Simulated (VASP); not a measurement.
# BiTe (I4/mmm) in VASP: a series of runs

BiTe is run at these levels: PBEsol; tasks: single point.

Program: VASP 6.6.1. These are calculated values, not measurements. Logs are shortened: lines on timing, memory, paths and dates and some standing lists are left out, and cuts for length are marked.

**1. The cell of the first run**

The structure is tetragonal, space group I4/mmm (No. 139). The conventional cell has a = 4.589 Å, b = 4.589 Å, c = 6.586 Å, α = 90.00°, β = 90.00°, γ = 90.00°. Within 4.3 Å of Bi (site symmetry 4/mmm) lie 6 Te at 3.25 to 3.29 Å. Te (site symmetry 4/mmm) has 6 Bi at 3.25 to 3.29 Å within 4.3 Å.

**2. Single point, PBEsol (strain +0.015 along x and y, +0.030 along z)**

INCAR reads:

```
ALGO     = Normal         # electronic algorithm
EDIFF    = 1E-6           # SCF threshold, eV
ENCUT    = 500            # plane-wave cutoff, eV
GGA      = PS             # functional
GGA_COMPAT= F            
ISIF     = 2              # what is computed and relaxed
ISMEAR   = 0              # smearing method
LASPH    = T              # aspherical terms in the spheres
LCHARG   = F              # write CHGCAR
LREAL    = F              # projectors in reciprocal space
LWAVE    = F              # write WAVECAR
NBANDS   = 18             # bands
NELM     = 120            # most SCF steps
PREC     = Accurate       # precision mode
SIGMA    = 0.15           # smearing width, eV
```

KPOINTS reads:

```
k-points
0
Gamma
  16 16 16
```

POSCAR reads:

```
BiTe
1.0
    0.0000000000      3.2451111351      3.2930684425
    3.2451111351      0.0000000000      3.2930684425
    3.2451111351      3.2451111351      0.0000000000
Bi Te
1 1
Direct
    0.0000000000      0.0000000000      0.0000000000
    0.5000000000      0.5000000000      0.5000000000
```

Potentials or basis: VASP PAW PBE potentials, release 64 (Bi_d, Te).

Run with:

```console
$ cat potpaw_PBE.64/Bi_d/POTCAR potpaw_PBE.64/Te/POTCAR > POTCAR
$ mpirun -np 1 vasp_std > vasp.out
```

OUTCAR:

```text
EDIFF = 1E-6
   ENCUT = 500
   GGA = PS
   ISIF = 2
   ISMEAR = 0
   LASPH = T
   LREAL = F
   NELM = 120
   PREC = Accurate

 ion  position               nearest neighbor table
   1  0.000  0.000  0.000-   2 3.25   2 3.25   2 3.25   2 3.25   2 3.29   2 3.29
   2  0.500  0.500  0.500-   1 3.25   1 3.25   1 3.25   1 3.25   1 3.29   1 3.29

  LATTYP: Found a body centered tetragonal cell.
 ALAT       =     4.5892801787
 C/A-ratio  =     1.4351132702

  Lattice vectors:

 A1 = (  -3.2451111351,   0.0000000000,   3.2930684425)
 A2 = (   3.2451111351,   0.0000000000,   3.2930684425)
 A3 = (   0.0000000000,   3.2451111351,  -3.2930684425)

Analysis of symmetry for initial positions (statically):
=====================================================================
 Subroutine PRICEL returns:
 Original cell was already a primitive cell.

 Routine SETGRP: Setting up the symmetry group for a
 body centered tetragonal supercell.

 Subroutine GETGRP returns: Found 16 space group operations
 (whereof 16 operations were pure point group operations)
 out of a pool of 16 trial point group operations.

The static configuration has the point symmetry D_4h.

Analysis of symmetry for dynamics (positions and initial velocities):
=====================================================================
 Subroutine PRICEL returns:
 Original cell was already a primitive cell.

 Routine SETGRP: Setting up the symmetry group for a
 body centered tetragonal supercell.

 Subroutine GETGRP returns: Found 16 space group operations
 (whereof 16 operations were pure point group operations)
 out of a pool of 16 trial point group operations.

The dynamic configuration has the point symmetry D_4h.

 Subroutine INISYM returns: Found 16 space group operations
 (whereof 16 operations are pure point group operations),
 and found     1 'primitive' translations

----------------------------------------------------------------------------------------

                                     Primitive cell

  volume of cell :      69.3569

  direct lattice vectors                    reciprocal lattice vectors
     0.000000000  3.245111135  3.293068443    -0.154077928  0.154077928  0.151834075
     3.245111135  0.000000000  3.293068443     0.154077928 -0.154077928  0.151834075
     3.245111135  3.245111135  0.000000000     0.154077928  0.154077928 -0.151834075

  length of vectors
     4.623315482  4.623315482  4.589280179     0.265581630  0.265581630  0.265581630

  position of ions in fractional coordinates (direct lattice)
     0.000000000  0.000000000  0.000000000
     0.500000000  0.500000000  0.500000000

  ion indices of the primitive-cell ions
   primitive index   ion index
                 1           1
                 2           2

----------------------------------------------------------------------------------------

 KPOINTS: k-points

Automatic generation of k-mesh.
 Grid dimensions read from file:
 generate k-points for:   16   16   16

 Generating k-lattice:

  Cartesian coordinates                     Fractional coordinates (reciprocal lattice)
    -0.009629871  0.009629871  0.009489630     0.062500000  0.000000000  0.000000000
     0.009629871 -0.009629871  0.009489630     0.000000000  0.062500000  0.000000000
     0.009629871  0.009629871 -0.009489630     0.000000000  0.000000000  0.062500000

  Length of vectors
     0.016598852  0.016598852  0.016598852

  Shift w.r.t. Gamma in fractional coordinates (k-lattice)
     0.000000000  0.000000000  0.000000000

 Subroutine IBZKPT returns following result:
 ===========================================

 Found    349 irreducible k-points:

 Following reciprocal coordinates:
            Coordinates               Weight
  0.000000  0.000000  0.000000      1.000000
  0.062500  0.000000  0.000000      8.000000
  0.125000  0.000000  0.000000      8.000000
  0.187500  0.000000  0.000000      8.000000
  0.250000  0.000000  0.000000      8.000000
  0.312500  0.000000  0.000000      8.000000
[... 16 lines left out ...]
 -0.125000  0.062500  0.000000      8.000000
 -0.062500  0.062500  0.000000      4.000000
 [... further k-points ...]
   k-points           NKPTS =    349   k-points in BZ     NKDIM =    349   number of bands    NBANDS=     18
   number of dos      NEDOS =    301   number of ions     NIONS =      2
   total plane-waves  NPLWV =  46656
   dimension x,y,z NGX =    36 NGY =   36 NGZ =   36
   dimension x,y,z NGXF=    72 NGYF=   72 NGZF=   72
   ions per type =               1   1
   NGX,Y,Z   is equivalent  to a cutoff of  12.94, 12.94, 13.04 a.u.
   NGXF,Y,Z  is equivalent  to a cutoff of  25.89, 25.89, 26.08 a.u.
 SYSTEM =  unknown system
   PREC   = accura    normal or accurate (medium, high low for compatibility)
   ISTART =      0    job   : 0-new  1-cont  2-samecut
   ICHARG =      2    charge: 1-file 2-atom 10-const
   ISPIN  =      1    spin polarized calculation?
   LNONCOLLINEAR =      F non collinear calculations
   LSORBIT =      F    spin-orbit coupling
   LASPH  =      T    aspherical Exc in radial PAW
   ENCUT  =  500.0 eV  36.75 Ry    6.06 a.u.   8.43  8.43  8.37*2*pi/ulx,y,z
   NELM   =    120;   NELMIN=  2; NELMDL= -5     # of ELM steps
   EDIFF  = 0.1E-05   stopping-criterion for ELM
   LREAL  =      F    real-space projection
   EDIFFG = 0.1E-04   stopping-criterion for IOM
   NSW    =      0    number of steps for IOM
   IBRION =     -1    ionic relax: 0-MD 1-quasi-New 2-CG
   NFREE  =      0    steps in history (QN), initial steepest desc. (CG)
   ISIF   =      2    stress and relaxation
   ISYM   =      2    0-nonsym 1-usesym 2-fastsym
   POTIM  = 0.5000    time-step for ionic-motion
   TEBEG  =    0.0;   TEEND  =   0.0 temperature during run
   PSTRESS=    0.0 pullay stress
   NELECT =      21.0000    total number of electrons
   NUPDOWN=      -1.0000    fix difference up-down
   EMIN   =  10.00;   EMAX   =-10.00  energy-range for DOS
   EFERMI =   0.00;   METHOD = LEGACY
   ISMEAR =     0;   SIGMA  =   0.15  broadening in eV -4-tet -1-fermi 0-gaus
   EFERMI_NEDOS =   21; number of points for ismear=-14 and -15
   IALGO  =     38    algorithm
   IMIX   =      4    mixing-type and parameters
     AMIX     =   0.40;   BMIX     =  1.00
     AMIX_MAG =   1.60;   BMIX_MAG =  1.00
  volume/ion in A,a.u.               =      34.68       234.02
  Fermi-wavevector in a.u.,A,eV,Ry     =   1.099304  2.077384 16.442234  1.208470
  Thomas-Fermi vector in A             =   2.235697
   LORBIT       =      0    0 simple, 1 ext, 2 COOP (PROOUT), +10 PAW based schemes
   GGA     = PS    functional components
   LHFCALC =     F    Hartree Fock is set to
   AEXX    =    0.0000 exact exchange contribution
   IVDW    =     0    specifies the selected vdW correction
   LEPSILON=     F    determine dielectric tensor
   LRPA    =     F    only Hartree local field effects (RPA)
 non-spin polarized calculation
 Gauss-broadening in eV      SIGMA  =   0.15
  energy-cutoff  :      500.00
  volume of cell :       69.36
 maximum number of plane-waves:      1809
 NGX is ok and might be reduce to    36
   NGX = 17   NGY = 17   NGZ = 17

 number of electron      20.9999995 magnetization

 Free energy of the ion-electron system (eV)
  ---------------------------------------------------
  ext. energy  EPLUGINS =         0.00000000
  ---------------------------------------------------
  free energy    TOTEN  =        -7.95671531 eV

  energy without entropy =       -7.93973089  energy(sigma->0) =       -7.94822310

 E-fermi :   6.1918     XC(G=0):  -9.4875

 val. band max:        6.1855646216   @ k =  -0.2500   0.0000   0.2500
 cond. band min:       6.2028205487   @ k =  -0.3125   0.3750   0.1250
 fundamental gap:      0.0172559271
 Fermi energy:         6.1918299890

 k-point     1 :       0.0000    0.0000    0.0000
  band No.  band energies     occupation
      1     -16.8537      2.00000
      2     -16.8503      2.00000
      3     -16.8448      2.00000
      4     -16.8438      2.00000
      5     -16.8438      2.00000
      6      -7.1707      2.00000
[... 10 lines left out ...]
     17      12.0342      0.00000
     18      12.6987      0.00000

 k-point     2 :       0.0625    0.0000    0.0000
  band No.  band energies     occupation
      1     -16.8538      2.00000
      2     -16.8501      2.00000
      3     -16.8448      2.00000
      4     -16.8437      2.00000
      5     -16.8436      2.00000
      6      -7.1368      2.00000
[... 10 lines left out ...]
     17      12.2817      0.00000
     18      12.9918      0.00000

 k-point     3 :       0.1250    0.0000    0.0000
  band No.  band energies     occupation
      1     -16.8541      2.00000
      2     -16.8497      2.00000
      3     -16.8451      2.00000
      4     -16.8433      2.00000
      5     -16.8430      2.00000
      6      -7.0355      2.00000
[... 10 lines left out ...]
     17      12.9144      0.00000
     18      13.5525      0.00000

 k-point     4 :       0.1875    0.0000    0.0000
  band No.  band energies     occupation
      1     -16.8547      2.00000
      2     -16.8493      2.00000
      3     -16.8453      2.00000
      4     -16.8427      2.00000
      5     -16.8422      2.00000
      6      -6.8678      2.00000
[... 375 lines left out ...]
      4     -16.8427      2.00000
      5     -16.8420      2.00000
      6      -6.7632      2.00000
[... 10 lines left out ...]
     17      13.3472      0.00000
     18      15.0301      0.00000

 k-point    23 :      -0.1250    0.0625    0.0000
  band No.  band energies     occupation
      1     -16.8548      2.00000
      2     -16.8491      2.00000
      3     -16.8445      2.00000
      4     -16.8434      2.00000
      5     -16.8429      2.00000
      6      -6.9537      2.00000
[... 10 lines left out ...]
     17      12.6848      0.00000
     18      14.1531      0.00000

 k-point    24 :      -0.0625    0.0625    0.0000
  band No.  band energies     occupation
      1     -16.8542      2.00000
      2     -16.8496      2.00000
      3     -16.8446      2.00000
      4     -16.8437      2.00000
      5     -16.8434      2.00000
      6      -7.0787      2.00000
[... 10 lines left out ...]
     17      12.3304      0.00000
     18      13.4087      0.00000

 [... further k-points ...]

------------------------ aborting loop because EDIFF is reached ----------------------------------------

  FORCE on cell =-STRESS in cart. coord.  units (eV):
  Direction    XX          YY          ZZ          XY          YZ          ZX
  --------------------------------------------------------------------------------------
  -------------------------------------------------------------------------------------
  Total       -1.0437112     -1.0437112     -1.4868842      0.0000000      0.0000000     -0.0000000
  in kB      -24.1102120    -24.1102120    -34.3477139      0.0000000      0.0000000     -0.0000000
  external PRESSURE =     -27.5227126 kB  Pullay stress =       0.0000000 kB

 VOLUME and BASIS-vectors are now :
 -----------------------------------------------------------------------------
  energy-cutoff  :      500.00
  volume of cell :       69.36
      direct lattice vectors                 reciprocal lattice vectors
     0.000000000  3.245111135  3.293068443    -0.154077928  0.154077928  0.151834075
     3.245111135  0.000000000  3.293068443     0.154077928 -0.154077928  0.151834075
     3.245111135  3.245111135  0.000000000     0.154077928  0.154077928 -0.151834075

 POSITION                                       TOTAL-FORCE (eV/Angst)
 -----------------------------------------------------------------------------------
      0.00000      0.00000      0.00000        -0.000000      0.000000     -0.000000
      3.24511      3.24511      3.29307         0.000000     -0.000000      0.000000
 -----------------------------------------------------------------------------------
    total drift:                               -0.000000      0.000000      0.000000

  FREE ENERGIE OF THE ION-ELECTRON SYSTEM (eV)
  ---------------------------------------------------
  free  energy   TOTEN  =        -7.9567153140 eV

  energy  without entropy=       -7.9397308933  energy(sigma->0) =       -7.94822310
```

Wall time 8.9 min (1 thread of Intel Xeon 8259CL, shared host); peak memory 0.53 GiB.

What came out:

| Quantity | Value |
| --- | --- |
| Free energy | -7.9567 eV |
| Pressure | -2.8 GPa |
| Band gap on the k mesh | zero (an odd number of electrons rules out a gap without spin polarisation) |

Stress tensor (GPa, compression positive):
```
-2.41  0.00  0.00
 0.00 -2.41  0.00
 0.00  0.00 -3.43
```

Caveat: the cell differs from its parent crystal (strain +0.015 along x and y, +0.030 along z); the PAW data sets were made with another functional, which shifts forces and pressure a little; spin-orbit coupling is left out, which moves the levels of the heavy elements.

**3. Single point, PBEsol (strain +0.030 along x and y, +0.015 along z)**

INCAR reads:

```
SYSTEM = BiTe
ALGO = Normal ; EDIFF = 1E-6
ENCUT = 500 ; GGA = PS
GGA_COMPAT = .FALSE. ; ISIF = 2
ISMEAR = 0 ; LASPH = .TRUE.
LCHARG = .FALSE. ; LREAL = .FALSE.
LWAVE = .FALSE. ; NBANDS = 18
NELM = 120 ; PREC = Accurate
SIGMA = 0.15
```

KPOINTS reads:

```
k-points
0
G
  16 16 16
  0 0 0
```

POSCAR reads:

```
BiTe
1.0
    0.0000000000      3.2930684425      3.2451111351
    3.2930684425      0.0000000000      3.2451111351
    3.2930684425      3.2930684425      0.0000000000
Bi Te
1 1
Direct
    0.0000000000      0.0000000000      0.0000000000
    0.5000000000      0.5000000000      0.5000000000
```

Potentials or basis: VASP PAW PBE potentials, release 64 (Bi_d, Te).

Run with:

```console
$ cat potpaw_PBE.64/Bi_d/POTCAR potpaw_PBE.64/Te/POTCAR > POTCAR
$ mpirun -np 1 vasp_std > vasp.out
```

Run time: 8.4 min. Hardware: 1 thread of Intel Xeon 8259CL, shared host; peak memory 0.53 GiB.

The run converged. Its results:

```yaml
Free_energy: -7.9375 eV
Pressure: -3.3 GPa
Band_gap_on_the_k_mesh: zero (an odd number of electrons rules out a gap without spin polarisation)
```

Stress tensor (GPa, compression positive):
```
-3.66  0.00  0.00
 0.00 -3.66  0.00
 0.00  0.00 -2.69
```

Levels at points of the mesh, in eV from the Fermi level:
```tsv
k point	band 7	band 8	band 9	band 10	band 11	band 12	band 13	band 14
(0.00, 0.00, 0.00)	-8.27	-2.55	-2.36	-2.36	1.97	1.97	2.30	4.67
(0.50, 0.00, 0.00)	-11.13	-1.83	-1.81	-1.59	-0.84	-0.58	-0.54	7.16
(0.50, 0.50, 0.00)	-10.05	-5.44	-3.84	-3.84	2.30	3.39	3.39	4.83
(0.50, 0.00, 0.50)	-9.89	-5.39	-3.91	-3.72	2.33	3.27	3.61	4.62
```

Caveat: the cell differs from its parent crystal (strain +0.030 along x and y, +0.015 along z); the cell stands under tension; the PAW data sets were made with another functional, which shifts forces and pressure a little; spin-orbit coupling is left out, which moves the levels of the heavy elements.
